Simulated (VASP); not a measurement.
The system is LiSi3N2.

```
Li Si N
1.0
     4.43444    0.00000    0.00000
    -2.21722    3.84034    0.00000
     0.00000    0.00000    4.91598
Li Si N
1 3 2
Direct
  0.33333 0.66667 0.50000
  0.00000 0.00000 0.76240
  0.00000 0.00000 0.23760
  0.66667 0.33333 0.00000
  0.33333 0.66667 0.12231
  0.33333 0.66667 0.87769
```

The cell was generated, and may not be a known phase.

```yaml
Program: VASP 6.6.1
Task: relaxation of cell and atoms
Functional: PBE
Potentials_or_basis: VASP PAW PBE potentials, release 64 (Li_sv, Si, N)
Cutoff: 600 eV
k_mesh: 12 × 12 × 8
Occupations: gaussian, width 0.1 eV
Spin: no spin polarisation
```

At the start: pressure -0.0 GPa; volume 13.95 Å³/atom.

Task: Where does the relaxation end?

Result: Over 10 steps the energy falls by 3.2 meV/atom and the volume is 13.76 Å³/atom (-1.4 %); space group P-6m2 (No. 187, to 0.1 Å) before and after.

Step by step:
| step | energy change (eV) | largest force (eV/Å) | pressure (GPa) | volume (Å³) |
| --- | --- | --- | --- | --- |
| 1 | 0.0000 | 0.6179 | -0.04 | 83.72 |
| 2 | 0.0728 | 2.8764 | -3.96 | 83.68 |
| 3 | -0.0123 | 0.2135 | -1.00 | 83.71 |
| 4 | -0.0124 | 0.2110 | -0.88 | 83.71 |
| 5 | -0.0182 | 0.0491 | -0.37 | 82.94 |
| 6 | -0.0187 | 0.0394 | -0.14 | 82.62 |
| 7 | -0.0183 | 0.3038 | 0.38 | 82.48 |
| 8 | -0.0189 | 0.0816 | 0.03 | 82.57 |
| 9 | -0.0189 | 0.0721 | -0.01 | 82.52 |
| 10 | -0.0190 | 0.0071 | 0.00 | 82.54 |

Final structure:
```
Li Si N
1.0
     4.41765    0.00000    0.00000
    -2.20883    3.82580    0.00000
     0.00000    0.00000    4.88372
Li Si N
1 3 2
Direct
  0.33333 0.66667 0.50000
  0.00000 0.00000 0.75883
  0.00000 0.00000 0.24117
  0.66667 0.33333 0.00000
  0.33333 0.66667 0.12398
  0.33333 0.66667 0.87602
```

Caveat: the cutoff is under 1.25 times the usual one of these potentials, so pressure, stress and relaxed cells hold a basis-set (Pulay) error; the standard files for N, O and F lose accuracy on very short bonds; an odd number of electrons without spin polarisation forces a metal; a magnetic or distorted state may lie lower.
